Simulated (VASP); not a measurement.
# CaO in VASP: notebook, part 2 of 2

VASP 6.6.1. The steps go on from the part before.

## (4) Single point, r2SCAN

This run uses another cell than the first one, of 13.78 Å³/atom.

Contents of POSCAR:

```
CaO
1.0
    2.3974414048      2.3974414048      0.0000000000
   -2.3974414048      2.3974414048      0.0000000000
    0.0000000000      2.3974414048      2.3974414048
Ca O
1 1
Direct
    0.0000000000      0.0000000000      0.0000000000
    0.5000000000      0.5000000000      0.0000000000
```

Contents of INCAR.step1:

```
PREC = Accurate
ENCUT = 910
ISMEAR = -1
SIGMA = 0.08
LREAL = False
LASPH = True
NELM = 120
NBANDS = 15
GGA = PE
ALGO = Normal
EDIFF = 1E-5
LWAVE = True
LCHARG = False
GGA_COMPAT = False
```

Contents of INCAR.step2:

```
PREC = Accurate
ENCUT = 910
EDIFF = 1E-6
ISMEAR = -1
SIGMA = 0.08
LREAL = False
LASPH = True
NELM = 120
ALGO = Normal
ISIF = 2
LWAVE = False
LCHARG = False
METAGGA = R2SCAN
LMIXTAU = True
NBANDS = 15
ISTART = 1
GGA_COMPAT = False
```

Contents of KPOINTS:

```
Automatic mesh
0
Gamma
  12 12 12
```

Potentials or basis: VASP PAW PBE potentials, release 64 (Ca_sv, O_h).

Command:

```bash
> cat potpaw_PBE.64/Ca_sv/POTCAR potpaw_PBE.64/O_h/POTCAR > POTCAR
> cp INCAR.step1 INCAR
> mpirun -np 1 vasp_std > vasp.out
> cp INCAR.step2 INCAR
> mpirun -np 1 vasp_std > vasp.out
```

OUTCAR:

```text
PREC = Accurate
   ENCUT = 910
   EDIFF = 1E-6
   ISMEAR = -1
   LREAL = False
   LASPH = True
   NELM = 120
   ISIF = 2
   METAGGA = R2SCAN
   ISTART = 1

 ion  position               nearest neighbor table
   1  0.000  0.000  0.000-
   2  0.500  0.500  0.000-

  LATTYP: Found a face centered cubic cell.
 ALAT       =     4.7948828096

  Lattice vectors:

 A1 = (   0.0000000000,   2.3974414048,   2.3974414048)
 A2 = (   2.3974414048,   0.0000000000,   2.3974414048)
 A3 = (   2.3974414048,   2.3974414048,   0.0000000000)

Analysis of symmetry for initial positions (statically):
=====================================================================
 Subroutine PRICEL returns:
 Original cell was already a primitive cell.

 Routine SETGRP: Setting up the symmetry group for a
 face centered cubic supercell.

 Subroutine GETGRP returns: Found 48 space group operations
 (whereof 48 operations were pure point group operations)
 out of a pool of 48 trial point group operations.

The static configuration has the point symmetry O_h .

Analysis of symmetry for dynamics (positions and initial velocities):
=====================================================================
 Subroutine PRICEL returns:
 Original cell was already a primitive cell.

 Routine SETGRP: Setting up the symmetry group for a
 face centered cubic supercell.

 Subroutine GETGRP returns: Found 48 space group operations
 (whereof 48 operations were pure point group operations)
 out of a pool of 48 trial point group operations.

The dynamic configuration has the point symmetry O_h .

 Subroutine INISYM returns: Found 48 space group operations
 (whereof 48 operations are pure point group operations),
 and found     1 'primitive' translations

----------------------------------------------------------------------------------------

                                     Primitive cell

  volume of cell :      27.5597

  direct lattice vectors                    reciprocal lattice vectors
     2.397441405  2.397441405  0.000000000     0.208555671  0.208555671 -0.208555671
    -2.397441405  2.397441405  0.000000000    -0.208555671  0.208555671 -0.208555671
     0.000000000  2.397441405  2.397441405     0.000000000  0.000000000  0.417111341

  length of vectors
     3.390494150  3.390494150  3.390494150     0.361229018  0.361229018  0.417111341

  position of ions in fractional coordinates (direct lattice)
     0.000000000  0.000000000  0.000000000
     0.500000000  0.500000000  0.000000000

  ion indices of the primitive-cell ions
   primitive index   ion index
                 1           1
                 2           2

----------------------------------------------------------------------------------------

 KPOINTS: Automatic mesh

Automatic generation of k-mesh.
 Grid dimensions read from file:
 generate k-points for:   12   12   12

 Generating k-lattice:

  Cartesian coordinates                     Fractional coordinates (reciprocal lattice)
     0.017379639  0.017379639 -0.017379639     0.083333333  0.000000000  0.000000000
    -0.017379639  0.017379639 -0.017379639     0.000000000  0.083333333  0.000000000
[... 39 lines left out ...]
 [... further k-points ...]
   k-points           NKPTS =     72   k-points in BZ     NKDIM =     72   number of bands    NBANDS=     15
   number of dos      NEDOS =    301   number of ions     NIONS =      2
   total plane-waves  NPLWV =  46656
   dimension x,y,z NGX =    36 NGY =   36 NGZ =   36
   dimension x,y,z NGXF=    72 NGYF=   72 NGZF=   72
   ions per type =               1   1
   NGX,Y,Z   is equivalent  to a cutoff of  17.65, 17.65, 17.65 a.u.
   NGXF,Y,Z  is equivalent  to a cutoff of  35.30, 35.30, 35.30 a.u.
 SYSTEM =  unknown system
   PREC   = accura    normal or accurate (medium, high low for compatibility)
   ISTART =      1    job   : 0-new  1-cont  2-samecut
   ICHARG =      0    charge: 1-file 2-atom 10-const
   ISPIN  =      1    spin polarized calculation?
   LNONCOLLINEAR =      F non collinear calculations
   LSORBIT =      F    spin-orbit coupling
   LASPH  =      T    aspherical Exc in radial PAW
   ENCUT  =  910.0 eV  66.88 Ry    8.18 a.u.   8.34  8.34  8.34*2*pi/ulx,y,z
   NELM   =    120;   NELMIN=  2; NELMDL=  0     # of ELM steps
   EDIFF  = 0.1E-05   stopping-criterion for ELM
   LREAL  =      F    real-space projection
   EDIFFG = 0.1E-04   stopping-criterion for IOM
   NSW    =      0    number of steps for IOM
   IBRION =     -1    ionic relax: 0-MD 1-quasi-New 2-CG
   NFREE  =      0    steps in history (QN), initial steepest desc. (CG)
   ISIF   =      2    stress and relaxation
   ISYM   =      2    0-nonsym 1-usesym 2-fastsym
   POTIM  = 0.5000    time-step for ionic-motion
   TEBEG  =    0.0;   TEEND  =   0.0 temperature during run
   PSTRESS=    0.0 pullay stress
   NELECT =      16.0000    total number of electrons
   NUPDOWN=      -1.0000    fix difference up-down
   EMIN   =  10.00;   EMAX   =-10.00  energy-range for DOS
   EFERMI =   0.00;   METHOD = LEGACY
   ISMEAR =    -1;   SIGMA  =   0.08  broadening in eV -4-tet -1-fermi 0-gaus
   EFERMI_NEDOS =   21; number of points for ismear=-14 and -15
   IALGO  =     38    algorithm
   IMIX   =      4    mixing-type and parameters
     AMIX     =   0.40;   BMIX     =  1.00
     AMIX_MAG =   1.60;   BMIX_MAG =  1.00
  volume/ion in A,a.u.               =      13.78        92.99
  Fermi-wavevector in a.u.,A,eV,Ry     =   1.365705  2.580808 25.376900  1.865150
  Thomas-Fermi vector in A             =   2.491910
   LORBIT       =      0    0 simple, 1 ext, 2 COOP (PROOUT), +10 PAW based schemes
   METAGGA = R2SCAN    functional components
   LHFCALC =     F    Hartree Fock is set to
   AEXX    =    0.0000 exact exchange contribution
   IVDW    =     0    specifies the selected vdW correction
   LEPSILON=     F    determine dielectric tensor
   LRPA    =     F    only Hartree local field effects (RPA)
 non-spin polarized calculation
  energy-cutoff  :      910.00
  volume of cell :       27.56
 maximum number of plane-waves:      1759
 NGX is ok and might be reduce to    36
   NGX = 17   NGY = 17   NGZ = 17

 number of electron      16.0000000 magnetization

 Free energy of the ion-electron system (eV)
  ---------------------------------------------------
  ext. energy  EPLUGINS =         0.00000000
  ---------------------------------------------------
  free energy    TOTEN  =       -19.46346454 eV

  energy without entropy =      -19.46346454  energy(sigma->0) =      -19.46346454

 E-fermi :   3.9198     XC(G=0): -11.1152

 val. band max:        2.3320535293   @ k =   0.0000   0.0000   0.0000
 cond. band min:       6.5233449162   @ k =   0.5000   0.5000   0.0000
 fundamental gap:      4.1912913869
 Fermi energy:         3.9197982307

 k-point     1 :       0.0000    0.0000    0.0000
  band No.  band energies     occupation
      1     -36.6922      2.00000
      2     -16.5790      2.00000
      3     -16.5790      2.00000
      4     -16.5790      2.00000
      5     -14.1572      2.00000
      6       2.3321      2.00000
      7       2.3321      2.00000
      8       2.3321      2.00000
      9       7.8207      0.00000
     10       9.2071      0.00000
     11       9.2071      0.00000
     12       9.2071      0.00000
     13      10.8163      0.00000
     14      10.8163      0.00000
[... 401 lines left out ...]
      2     -17.5303      2.00000
      3     -16.7053      2.00000
      4     -16.6842      2.00000
      5     -13.2012      2.00000
      6       0.3040      2.00000
      7       1.3067      2.00000
      8       1.5311      2.00000
      9       8.6436      0.00000
     10      10.7584      0.00000
     11      11.5594      0.00000
     12      11.6672      0.00000
     13      12.5738      0.00000
     14      13.8154      0.00000
     15      18.3694      0.00000

 [... further k-points ...]

------------------------ aborting loop because EDIFF is reached ----------------------------------------

  FORCE on cell =-STRESS in cart. coord.  units (eV):
  Direction    XX          YY          ZZ          XY          YZ          ZX
  --------------------------------------------------------------------------------------
  -------------------------------------------------------------------------------------
  Total        0.1567907      0.1567907      0.1567907      0.0000000      0.0000000     -0.0000000
  in kB        9.1150032      9.1150032      9.1150032      0.0000000      0.0000000     -0.0000000
  external PRESSURE =       9.1150032 kB  Pullay stress =       0.0000000 kB

 VOLUME and BASIS-vectors are now :
 -----------------------------------------------------------------------------
  energy-cutoff  :      910.00
  volume of cell :       27.56
      direct lattice vectors                 reciprocal lattice vectors
     2.397441405  2.397441405  0.000000000     0.208555671  0.208555671 -0.208555671
    -2.397441405  2.397441405  0.000000000    -0.208555671  0.208555671 -0.208555671
     0.000000000  2.397441405  2.397441405     0.000000000  0.000000000  0.417111341

 POSITION                                       TOTAL-FORCE (eV/Angst)
 -----------------------------------------------------------------------------------
      0.00000      0.00000      0.00000         0.000000      0.000000      0.000000
      0.00000      2.39744      0.00000         0.000000     -0.000000      0.000000
 -----------------------------------------------------------------------------------
    total drift:                               -0.000000      0.000000     -0.000000

  FREE ENERGIE OF THE ION-ELECTRON SYSTEM (eV)
  ---------------------------------------------------
  free  energy   TOTEN  =       -19.4634645378 eV

  energy  without entropy=      -19.4634645377  energy(sigma->0) =      -19.46346454
```

OUTCAR.step1:

```text
PREC = Accurate
   ENCUT = 910
   ISMEAR = -1
   LREAL = False
   LASPH = True
[... 653 lines left out ...]
      0.00000      0.00000      0.00000         0.000000      0.000000      0.000000
      0.00000      2.39744      0.00000        -0.000000     -0.000000      0.000000
 -----------------------------------------------------------------------------------
    total drift:                               -0.000000      0.000000     -0.000000

  FREE ENERGIE OF THE ION-ELECTRON SYSTEM (eV)
  ---------------------------------------------------
  free  energy   TOTEN  =       -12.8041489467 eV

  energy  without entropy=      -12.8041489466  energy(sigma->0) =      -12.80414895
```

Wall time 2.3 min (1 thread of Intel Xeon 6975P-C (Granite Rapids), shared host); peak memory 0.26 GiB.

Results:

* Free energy: -19.4635 eV
* Pressure: 0.9 GPa
* Band gap on the k mesh: 4.19 eV (least direct gap 4.56 eV)

Caveat: the cutoff is under 1.25 times the usual one of these potentials, so pressure, stress and relaxed cells hold a basis-set (Pulay) error; the PAW data sets were made with another functional, which shifts forces and pressure a little.

## (5) Single point, r2SCAN (in-plane strain -0.005, then relaxed in part)

Contents of POSCAR:

```
CaO
1.0
    2.3854541977      2.3854541977      0.0000000000
   -2.3854541977      2.3854541977      0.0000000000
    0.0000000000      2.3854541977      2.4038461616
Ca O
1 1
Direct
    0.0000000000      0.0000000000      0.0000000000
    0.5000000000      0.5000000000      0.0000000000
```

Contents of INCAR.step1:

```
SYSTEM = CaO
ALGO = Normal ; EDIFF = 1E-5
ENCUT = 910 ; GGA = PE
GGA_COMPAT = .False. ; ISMEAR = 0
LASPH = .True. ; LCHARG = .False.
LREAL = .False. ; LWAVE = .True.
NBANDS = 15 ; NELM = 120
PREC = Accurate ; SIGMA = 0.01
```

Contents of INCAR.step2:

```
SYSTEM = CaO
ALGO = Normal ; EDIFF = 1E-6
ENCUT = 910 ; GGA_COMPAT = .False.
ISIF = 2 ; ISMEAR = 0
ISTART = 1 ; LASPH = .True.
LCHARG = .False. ; LMIXTAU = .True.
LREAL = .False. ; LWAVE = .False.
METAGGA = R2SCAN ; NBANDS = 15
NELM = 120 ; PREC = Accurate
SIGMA = 0.01
```

Contents of KPOINTS:

```
k-points
0
Gamma
  8 8 8
  0 0 0
```

Potentials or basis: VASP PAW PBE potentials, release 64 (Ca_sv, O_h).

Command:

```bash
> cat potpaw_PBE.64/Ca_sv/POTCAR potpaw_PBE.64/O_h/POTCAR > POTCAR
> cp INCAR.step1 INCAR
> mpirun -np 1 vasp_std > vasp.out
> cp INCAR.step2 INCAR
> mpirun -np 1 vasp_std > vasp.out
```

OUTCAR:

```text
SYSTEM = CaO
   EDIFF = 1E-6
   ENCUT = 910
   ISIF = 2
   ISMEAR = 0
   ISTART = 1
   LASPH = .True.
   LREAL = .False.
   METAGGA = R2SCAN
   NELM = 120
   PREC = Accurate

 ion  position               nearest neighbor table
   1  0.000  0.000  0.000-
   2  0.500  0.500  0.000-

  LATTYP: Found a body centered tetragonal cell.
 ALAT       =     3.3735416788
 C/A-ratio  =     1.4251172154

  Lattice vectors:

 A1 = (   2.3854541977,   0.0000000000,  -2.4038461616)
 A2 = (  -2.3854541977,   0.0000000000,  -2.4038461616)
 A3 = (   0.0000000000,   2.3854541977,   2.4038461616)

Analysis of symmetry for initial positions (statically):
=====================================================================
 Subroutine PRICEL returns:
 Original cell was already a primitive cell.

 Routine SETGRP: Setting up the symmetry group for a
 body centered tetragonal supercell.

 Subroutine GETGRP returns: Found 16 space group operations
 (whereof 16 operations were pure point group operations)
 out of a pool of 16 trial point group operations.

The static configuration has the point symmetry D_4h.

Analysis of symmetry for dynamics (positions and initial velocities):
=====================================================================
 Subroutine PRICEL returns:
 Original cell was already a primitive cell.

 Routine SETGRP: Setting up the symmetry group for a
 body centered tetragonal supercell.

 Subroutine GETGRP returns: Found 16 space group operations
 (whereof 16 operations were pure point group operations)
 out of a pool of 16 trial point group operations.

The dynamic configuration has the point symmetry D_4h.

 Subroutine INISYM returns: Found 16 space group operations
 (whereof 16 operations are pure point group operations),
 and found     1 'primitive' translations

----------------------------------------------------------------------------------------

[... 121 lines left out ...]
   LEPSILON=     F    determine dielectric tensor
   LRPA    =     F    only Hartree local field effects (RPA)
 non-spin polarized calculation
 Gauss-broadening in eV      SIGMA  =   0.01
  energy-cutoff  :      910.00
  volume of cell :       27.36
 maximum number of plane-waves:      1725
 NGX is ok and might be reduce to    36
   NGX = 17   NGY = 17   NGZ = 17

 number of electron      16.0000000 magnetization

 Free energy of the ion-electron system (eV)
  ---------------------------------------------------
  ext. energy  EPLUGINS =         0.00000000
  ---------------------------------------------------
  free energy    TOTEN  =       -19.46076938 eV

  energy without entropy =      -19.46076938  energy(sigma->0) =      -19.46076938

 E-fermi :   2.4622     XC(G=0): -11.1542

 val. band max:        2.3827373867   @ k =   0.0000   0.0000   0.0000
 cond. band min:       6.5563083316   @ k =   0.5000   0.5000  -0.0000
 fundamental gap:      4.1735709449
 Fermi energy:         2.4621932617

 k-point     1 :       0.0000    0.0000    0.0000
  band No.  band energies     occupation
      1     -36.6171      2.00000
      2     -16.5023      2.00000
      3     -16.4965      2.00000
      4     -16.4965      2.00000
      5     -14.1278      2.00000
      6       2.3629      2.00000
      7       2.3827      2.00000
      8       2.3827      2.00000
      9       7.9252      0.00000
     10       9.2347      0.00000
     11       9.2871      0.00000
     12       9.2871      0.00000
     13      10.8581      0.00000
     14      10.9279      0.00000
[... 401 lines left out ...]
      2     -17.3923      2.00000
      3     -16.6306      2.00000
      4     -16.5141      2.00000
      5     -13.1699      2.00000
      6       0.4789      2.00000
      7       1.3959      2.00000
      8       1.7040      2.00000
      9       9.2387      0.00000
     10      10.3981      0.00000
     11      10.4244      0.00000
     12      11.1948      0.00000
     13      12.6767      0.00000
     14      13.0651      0.00000
     15      19.1345      0.00000

 [... further k-points ...]

------------------------ aborting loop because EDIFF is reached ----------------------------------------

  FORCE on cell =-STRESS in cart. coord.  units (eV):
  Direction    XX          YY          ZZ          XY          YZ          ZX
  --------------------------------------------------------------------------------------
  -------------------------------------------------------------------------------------
  Total        0.3955785      0.3955785      0.1478912      0.0000000      0.0000000     -0.0000000
  in kB       23.1667153     23.1667153      8.6611226      0.0000000      0.0000000     -0.0000000
  external PRESSURE =      18.3315178 kB  Pullay stress =       0.0000000 kB

 VOLUME and BASIS-vectors are now :
 -----------------------------------------------------------------------------
  energy-cutoff  :      910.00
  volume of cell :       27.36
      direct lattice vectors                 reciprocal lattice vectors
     2.385454198  2.385454198  0.000000000     0.209603689  0.209603689 -0.207999999
    -2.385454198  2.385454198  0.000000000    -0.209603689  0.209603689 -0.207999999
     0.000000000  2.385454198  2.403846162     0.000000000  0.000000000  0.415999999

 POSITION                                       TOTAL-FORCE (eV/Angst)
 -----------------------------------------------------------------------------------
      0.00000      0.00000      0.00000        -0.000000     -0.000000      0.000000
      0.00000      2.38545      0.00000         0.000000      0.000000      0.000000
 -----------------------------------------------------------------------------------
    total drift:                               -0.000000      0.000000     -0.000000

  FREE ENERGIE OF THE ION-ELECTRON SYSTEM (eV)
  ---------------------------------------------------
  free  energy   TOTEN  =       -19.4607693840 eV

  energy  without entropy=      -19.4607693840  energy(sigma->0) =      -19.46076938
```

Wall time 8.2 min (1 thread of AMD EPYC 7R43 (Zen 3), shared host); peak memory 0.2 GiB.

Results:

* Free energy: -19.4608 eV
* Pressure: 1.8 GPa
* Band gap on the k mesh: 4.17 eV (least direct gap 4.55 eV)

Levels at points of the mesh, in eV from the valence-band top:
```csv
k point,band 6,band 7,band 8,band 9,band 10,band 11
"(0.00, 0.00, 0.00)",-0.02,0.00,0.00,5.54,6.85,6.90
"(0.50, 0.00, 0.00)",-2.65,-1.23,-1.23,7.76,9.12,9.13
"(0.50, 0.50, 0.00)",-1.28,-0.39,-0.37,4.17,8.87,9.71
"(0.00, 0.00, 0.50)",-1.32,-0.36,-0.36,4.20,8.86,9.71
```

Caveat: the cell differs from its parent crystal (in-plane strain -0.005, then relaxed in part); the cutoff is under 1.25 times the usual one of these potentials, so pressure, stress and relaxed cells hold a basis-set (Pulay) error; the PAW data sets were made with another functional, which shifts forces and pressure a little. A k mesh can miss the band edges.

## (6) The runs side by side

```tsv
task	potentials or basis	cell	k mesh	cutoff (eV)	smearing	gap on the mesh (eV)	pressure (GPa)
single point	VASP PAW PBE potentials, release 64 (Ca_sv, O_h)	a = 3.407, b = 3.407, c = 3.395 Å, angles 59.9, 59.9, 90.0°, 2 atoms	8 × 8 × 8	910	gaussian 0.01 eV	4.16	0.1
relaxation of cell and atoms	VASP PAW PBE potentials, release 64 (Ca_sv, O)	relaxed from a = 3.403 Å, angles 60.0, 60.0, 90.0°, 2 atoms	12 × 12 × 12	600	fermi-dirac 0.08 eV	4.19	0.0
single point	VASP PAW PBE potentials, release 64 (Ca_sv, O_h)	a = 3.390 Å, angles 60.0, 60.0, 90.0°, 2 atoms	12 × 12 × 12	910	fermi-dirac 0.08 eV	4.19	0.9
single point	VASP PAW PBE potentials, release 64 (Ca_sv, O_h)	a = 3.374, b = 3.374, c = 3.387 Å, angles 60.1, 60.1, 90.0°, 2 atoms	8 × 8 × 8	910	gaussian 0.01 eV	4.17	1.8
```

Alike in all rows: level r2SCAN; no spin polarisation.

Caveats: the PAW data sets were made with another functional, which shifts forces and pressure a little; the cutoff is under 1.25 times the usual one of these potentials, so pressure, stress and relaxed cells hold a basis-set (Pulay) error (at least some runs).

Total energies depend on the potentials used, so only differences within one code and one set of settings carry meaning.
